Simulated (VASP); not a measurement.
# TaN (rocksalt type) (Fm-3m) in VASP: further runs

The runs below take TaN (rocksalt type) through single point, with r2SCAN, r2SCAN+D3(BJ).

Everything below comes from runs of VASP 6.6.1. Logs are shortened: lines on timing, memory, paths and dates and some standing lists are left out, and cuts for length are marked.

**1. The cell of the first run**

Symmetry: Fm-3m, No. 225, cubic system. Conventional cell: a = 3.866 Å, b = 3.866 Å, c = 3.866 Å, α = 90.00°, β = 90.00°, γ = 90.00°. Ta (site symmetry m-3m) has 6 N at 1.93 Å within 2.6 Å. Within 2.6 Å of N (site symmetry m-3m) lie 6 Ta at 1.93 Å.

**2. Single point, r2SCAN**

POSCAR reads:

```
TaN
1.0
    0.0000000000      1.9328678739      1.9328678739
    1.9328678739      0.0000000000      1.9328678739
    1.9328678739      1.9328678739      0.0000000000
Ta N
1 1
Direct
    0.0000000000      0.0000000000      0.0000000000
    0.5000000000      0.5000000000      0.5000000000
```

INCAR.step1 reads:

```
ALGO = Normal
EDIFF = 1E-4
ENCUT = 520
GGA = PE
ISMEAR = -1
LASPH = True
LCHARG = False
LREAL = False
LWAVE = True
NBANDS = 15
NELM = 80
PREC = Accurate
SIGMA = 0.05
```

INCAR.step2 reads:

```
ALGO = Normal
EDIFF = 1E-7
ENCUT = 520
ISIF = 2
ISMEAR = -1
ISTART = 1
LASPH = True
LCHARG = False
LMIXTAU = True
LREAL = False
LWAVE = False
METAGGA = R2SCAN
NBANDS = 15
NELM = 80
PREC = Accurate
SIGMA = 0.05
```

KPOINTS reads:

```
k-points
0
Gamma
  15 15 15
```

Potentials or basis: VASP PAW PBE potentials, release 64 (Ta_pv, N).

Started as:

```
> cat potpaw_PBE.64/Ta_pv/POTCAR potpaw_PBE.64/N/POTCAR > POTCAR
> cp INCAR.step1 INCAR
> mpirun -np 1 vasp_std > vasp.out
> cp INCAR.step2 INCAR
> mpirun -np 1 vasp_std > vasp.out
```

OUTCAR:

```text
EDIFF = 1E-7
   ENCUT = 520
   ISIF = 2
   ISMEAR = -1
   ISTART = 1
   LASPH = True
   LREAL = False
   METAGGA = R2SCAN
   NELM = 80
   PREC = Accurate

 ion  position               nearest neighbor table
   1  0.000  0.000  0.000-   2 1.93   2 1.93   2 1.93   2 1.93   2 1.93   2 1.93
   2  0.500  0.500  0.500-   1 1.93   1 1.93   1 1.93   1 1.93   1 1.93   1 1.93

  LATTYP: Found a face centered cubic cell.
 ALAT       =     3.8657357478

  Lattice vectors:

 A1 = (   0.0000000000,   1.9328678739,   1.9328678739)
 A2 = (   1.9328678739,   0.0000000000,   1.9328678739)
 A3 = (   1.9328678739,   1.9328678739,   0.0000000000)

Analysis of symmetry for initial positions (statically):
=====================================================================
 Subroutine PRICEL returns:
 Original cell was already a primitive cell.

 Routine SETGRP: Setting up the symmetry group for a
 face centered cubic supercell.

 Subroutine GETGRP returns: Found 48 space group operations
 (whereof 48 operations were pure point group operations)
 out of a pool of 48 trial point group operations.

The static configuration has the point symmetry O_h .

Analysis of symmetry for dynamics (positions and initial velocities):
=====================================================================
 Subroutine PRICEL returns:
 Original cell was already a primitive cell.

 Routine SETGRP: Setting up the symmetry group for a
 face centered cubic supercell.

 Subroutine GETGRP returns: Found 48 space group operations
 (whereof 48 operations were pure point group operations)
 out of a pool of 48 trial point group operations.

The dynamic configuration has the point symmetry O_h .

 Subroutine INISYM returns: Found 48 space group operations
 (whereof 48 operations are pure point group operations),
 and found     1 'primitive' translations

----------------------------------------------------------------------------------------

                                     Primitive cell

  volume of cell :      14.4423

  direct lattice vectors                    reciprocal lattice vectors
     0.000000000  1.932867874  1.932867874    -0.258682969  0.258682969  0.258682969
     1.932867874  0.000000000  1.932867874     0.258682969 -0.258682969  0.258682969
     1.932867874  1.932867874  0.000000000     0.258682969  0.258682969 -0.258682969

  length of vectors
     2.733487962  2.733487962  2.733487962     0.448052045  0.448052045  0.448052045

  position of ions in fractional coordinates (direct lattice)
     0.000000000  0.000000000  0.000000000
     0.500000000  0.500000000  0.500000000

  ion indices of the primitive-cell ions
   primitive index   ion index
                 1           1
                 2           2

----------------------------------------------------------------------------------------

 KPOINTS: k-points

Automatic generation of k-mesh.
 Grid dimensions read from file:
 generate k-points for:   15   15   15

 Generating k-lattice:

  Cartesian coordinates                     Fractional coordinates (reciprocal lattice)
    -0.017245531  0.017245531  0.017245531     0.066666667  0.000000000  0.000000000
     0.017245531 -0.017245531  0.017245531     0.000000000  0.066666667  0.000000000
     0.017245531  0.017245531 -0.017245531     0.000000000  0.000000000  0.066666667

  Length of vectors
     0.029870136  0.029870136  0.029870136

  Shift w.r.t. Gamma in fractional coordinates (k-lattice)
     0.000000000  0.000000000  0.000000000

 Subroutine IBZKPT returns following result:
 ===========================================

 Found    120 irreducible k-points:

 Following reciprocal coordinates:
            Coordinates               Weight
  0.000000  0.000000  0.000000      1.000000
  0.066667  0.000000  0.000000      8.000000
  0.133333  0.000000  0.000000      8.000000
  0.200000  0.000000  0.000000      8.000000
  0.266667  0.000000  0.000000      8.000000
  0.333333  0.000000  0.000000      8.000000
[... 16 lines left out ...]
  0.133333  0.133333  0.000000      6.000000
  0.200000  0.133333  0.000000     24.000000
 [... further k-points ...]
   k-points           NKPTS =    120   k-points in BZ     NKDIM =    120   number of bands    NBANDS=     15
   number of dos      NEDOS =    301   number of ions     NIONS =      2
   total plane-waves  NPLWV =   8000
   dimension x,y,z NGX =    20 NGY =   20 NGZ =   20
   dimension x,y,z NGXF=    40 NGYF=   40 NGZF=   40
   ions per type =               1   1
   NGX,Y,Z   is equivalent  to a cutoff of  12.16, 12.16, 12.16 a.u.
   NGXF,Y,Z  is equivalent  to a cutoff of  24.33, 24.33, 24.33 a.u.
 SYSTEM =  unknown system
   PREC   = accura    normal or accurate (medium, high low for compatibility)
   ISTART =      1    job   : 0-new  1-cont  2-samecut
   ICHARG =      0    charge: 1-file 2-atom 10-const
   ISPIN  =      1    spin polarized calculation?
   LNONCOLLINEAR =      F non collinear calculations
   LSORBIT =      F    spin-orbit coupling
   LASPH  =      T    aspherical Exc in radial PAW
   ENCUT  =  520.0 eV  38.22 Ry    6.18 a.u.   5.08  5.08  5.08*2*pi/ulx,y,z
   NELM   =     80;   NELMIN=  2; NELMDL=  0     # of ELM steps
   EDIFF  = 0.1E-06   stopping-criterion for ELM
   LREAL  =      F    real-space projection
   EDIFFG = 0.1E-05   stopping-criterion for IOM
   NSW    =      0    number of steps for IOM
   IBRION =     -1    ionic relax: 0-MD 1-quasi-New 2-CG
   NFREE  =      0    steps in history (QN), initial steepest desc. (CG)
   ISIF   =      2    stress and relaxation
   ISYM   =      2    0-nonsym 1-usesym 2-fastsym
   POTIM  = 0.5000    time-step for ionic-motion
   TEBEG  =    0.0;   TEEND  =   0.0 temperature during run
   PSTRESS=    0.0 pullay stress
   NELECT =      16.0000    total number of electrons
   NUPDOWN=      -1.0000    fix difference up-down
   EMIN   =  10.00;   EMAX   =-10.00  energy-range for DOS
   EFERMI =   0.00;   METHOD = LEGACY
   ISMEAR =    -1;   SIGMA  =   0.05  broadening in eV -4-tet -1-fermi 0-gaus
   EFERMI_NEDOS =   21; number of points for ismear=-14 and -15
   IALGO  =     38    algorithm
   IMIX   =      4    mixing-type and parameters
     AMIX     =   0.40;   BMIX     =  1.00
     AMIX_MAG =   1.60;   BMIX_MAG =  1.00
  volume/ion in A,a.u.               =       7.22        48.73
  Fermi-wavevector in a.u.,A,eV,Ry     =   1.693958  3.201117 39.041836  2.869494
  Thomas-Fermi vector in A             =   2.775270
   LORBIT       =      0    0 simple, 1 ext, 2 COOP (PROOUT), +10 PAW based schemes
   METAGGA = R2SCAN    functional components
   LHFCALC =     F    Hartree Fock is set to
   AEXX    =    0.0000 exact exchange contribution
   IVDW    =     0    specifies the selected vdW correction
   LEPSILON=     F    determine dielectric tensor
   LRPA    =     F    only Hartree local field effects (RPA)
 non-spin polarized calculation
  energy-cutoff  :      520.00
  volume of cell :       14.44
 maximum number of plane-waves:       397
   NGX = 11   NGY = 11   NGZ = 11

 number of electron      16.0000000 magnetization

 Free energy of the ion-electron system (eV)
  ---------------------------------------------------
  ext. energy  EPLUGINS =         0.00000000
  ---------------------------------------------------
  free energy    TOTEN  =       -54.72877579 eV

  energy without entropy =      -54.72602959  energy(sigma->0) =      -54.72740269

 E-fermi :  14.4842     XC(G=0): -17.1000

 val. band max:       14.3993356059   @ k =   0.4000   0.0667   0.0000
 cond. band min:      14.4934278368   @ k =   0.2667   0.0667   0.0000
 fundamental gap:      0.0940922309
 Fermi energy:        14.4841520064

 k-point     1 :       0.0000    0.0000    0.0000
  band No.  band energies     occupation
      1     -21.8474      2.00000
      2     -21.8474      2.00000
      3     -21.8474      2.00000
      4      -8.6863      2.00000
      5       9.2657      2.00000
      6       9.2657      2.00000
      7       9.2657      2.00000
      8      10.9022      2.00000
      9      10.9022      2.00000
     10      10.9022      2.00000
     11      14.6454      0.07653
     12      14.6454      0.07653
     13      20.6115      0.00000
     14      24.5733      0.00000
     15      25.5375      0.00000

 k-point     2 :       0.0667    0.0000    0.0000
  band No.  band energies     occupation
      1     -22.0352      2.00000
      2     -21.8584      2.00000
      3     -21.8584      2.00000
      4      -8.4256      2.00000
      5       8.4317      2.00000
      6       8.5729      2.00000
      7       8.5729      2.00000
      8      11.2094      2.00000
      9      11.2094      2.00000
     10      11.4117      2.00000
     11      15.4333      0.00000
     12      15.4333      0.00000
     13      20.9245      0.00000
     14      25.1304      0.00000
     15      25.5374      0.00000

 k-point     3 :       0.1333    0.0000    0.0000
  band No.  band energies     occupation
      1     -22.5344      2.00000
      2     -21.8893      2.00000
      3     -21.8893      2.00000
      4      -7.7126      2.00000
      5       6.9425      2.00000
      6       7.2844      2.00000
      7       7.2844      2.00000
      8      11.8759      2.00000
      9      11.8759      2.00000
     10      12.0950      2.00000
     11      17.2392      0.00000
     12      17.2392      0.00000
     13      21.7422      0.00000
     14      25.5373      0.00000
     15      26.6850      0.00000
[... 343 lines left out ...]
 k-point    23 :       0.1333    0.1333    0.0000
  band No.  band energies     occupation
      1     -22.4929      2.00000
      2     -22.0326      2.00000
      3     -22.0326      2.00000
      4      -7.4909      2.00000
      5       5.2934      2.00000
      6       8.1944      2.00000
      7       8.1944      2.00000
      8       9.5593      2.00000
      9      13.6089      2.00000
     10      13.6089      2.00000
     11      15.1271      0.00001
     12      18.4116      0.00000
     13      22.7727      0.00000
     14      25.5375      0.00000
     15      27.2784      0.00000

 k-point    24 :       0.2000    0.1333    0.0000
  band No.  band energies     occupation
      1     -22.9197      2.00000
      2     -22.1186      2.00000
      3     -22.0811      2.00000
      4      -6.8730      2.00000
      5       4.2466      2.00000
      6       7.3864      2.00000
      7       7.6640      2.00000
      8       9.6425      2.00000
      9      14.3943      1.71582
     10      14.5677      0.31654
     11      16.2371      0.00000
     12      19.5367      0.00000
     13      24.0710      0.00000
     14      25.5375      0.00000
     15      28.8890      0.00000

 [... further k-points ...]

------------------------ aborting loop because EDIFF is reached ----------------------------------------

  FORCE on cell =-STRESS in cart. coord.  units (eV):
  Direction    XX          YY          ZZ          XY          YZ          ZX
  --------------------------------------------------------------------------------------
  -------------------------------------------------------------------------------------
  Total       28.9360150     28.9360150     28.9360150     -0.0000000     -0.0000000      0.0000000
  in kB     3210.0574467   3210.0574467   3210.0574467     -0.0000000     -0.0000000      0.0000000
  external PRESSURE =    3210.0574467 kB  Pullay stress =       0.0000000 kB

 VOLUME and BASIS-vectors are now :
 -----------------------------------------------------------------------------
  energy-cutoff  :      520.00
  volume of cell :       14.44
      direct lattice vectors                 reciprocal lattice vectors
     0.000000000  1.932867874  1.932867874    -0.258682969  0.258682969  0.258682969
     1.932867874  0.000000000  1.932867874     0.258682969 -0.258682969  0.258682969
     1.932867874  1.932867874  0.000000000     0.258682969  0.258682969 -0.258682969

 POSITION                                       TOTAL-FORCE (eV/Angst)
 -----------------------------------------------------------------------------------
      0.00000      0.00000      0.00000         0.000000     -0.000000     -0.000000
      1.93287      1.93287      1.93287        -0.000000      0.000000      0.000000
 -----------------------------------------------------------------------------------
    total drift:                                0.000000     -0.000000      0.000000

  FREE ENERGIE OF THE ION-ELECTRON SYSTEM (eV)
  ---------------------------------------------------
  free  energy   TOTEN  =       -54.7287757942 eV

  energy  without entropy=      -54.7260295926  energy(sigma->0) =      -54.72740269
```

It took 63 s on 1 thread of Intel Xeon 6975P-C, shared host; peak memory 0.15 GiB.

What came out:

| Property | Result |
| --- | --- |
| Free energy | -54.7288 eV |
| Pressure | 321.0 GPa |
| Band gap on the k mesh | zero (band 8 reaches 17.78 eV, above the bottom of band 9 at 10.90 eV) |

Caveat: the PAW data sets were made with another functional, which shifts forces and pressure a little; spin-orbit coupling is left out, which moves the levels of the heavy elements.

**3. Single point, r2SCAN+D3(BJ)**

POSCAR is that of step 2.

INCAR.step1 reads:

```
  PREC = Accurate
  ENCUT = 520
  ISMEAR = -1
  SIGMA = 0.05
  LREAL = F
  LASPH = T
  NELM = 100
  NBANDS = 15
  GGA = PE
  ALGO = Normal
  EDIFF = 1E-4
  LWAVE = T
  LCHARG = F
```

INCAR.step2 reads:

```
  PREC = Accurate
  ENCUT = 520
  EDIFF = 1E-6
  ISMEAR = -1
  SIGMA = 0.05
  LREAL = F
  LASPH = T
  NELM = 100
  ALGO = Normal
  ISIF = 2
  LWAVE = F
  LCHARG = T
  METAGGA = R2SCAN
  LMIXTAU = T
  IVDW = 12
  VDW_S6 = 1.0
  VDW_S8 = 0.78981345
  VDW_A1 = 0.49484001
  VDW_A2 = 5.73083694
  LELF = T
  LVHAR = T
  NBANDS = 15
  ISTART = 1
```

KPOINTS reads:

```
Automatic mesh
0
Gamma
  15 15 15
```

Potentials or basis: VASP PAW PBE potentials, release 64 (Ta_pv, N).

Started as:

```
> cat potpaw_PBE.64/Ta_pv/POTCAR potpaw_PBE.64/N/POTCAR > POTCAR
> cp INCAR.step1 INCAR
> mpirun -np 1 vasp_std > vasp.out
> cp INCAR.step2 INCAR
> mpirun -np 1 vasp_std > vasp.out
```

Run time: 61 s. Hardware: 1 thread of Intel Xeon 6975P-C, shared host; peak memory 0.16 GiB.

Results (log left out):

| Property | Result |
| --- | --- |
| Free energy | -55.3870 eV |
| Pressure | 313.7 GPa |
| Band gap on the k mesh | zero (band 8 reaches 17.78 eV, above the bottom of band 9 at 10.90 eV) |
| Dispersion energy per atom | -0.329 eV |

Levels at points of the mesh, in eV from the Fermi level:
| k point | band 6 | band 7 | band 8 | band 9 | band 10 | band 11 |
| --- | --- | --- | --- | --- | --- | --- |
| (0.00, 0.00, 0.00) | -5.22 | -5.22 | -3.58 | -3.58 | -3.58 | 0.16 |

Caveat: three body term missing; the PAW data sets were made with another functional, which shifts forces and pressure a little; spin-orbit coupling is left out, which moves the levels of the heavy elements; pairwise dispersion overbinds metals, which lowers pressure and volume.
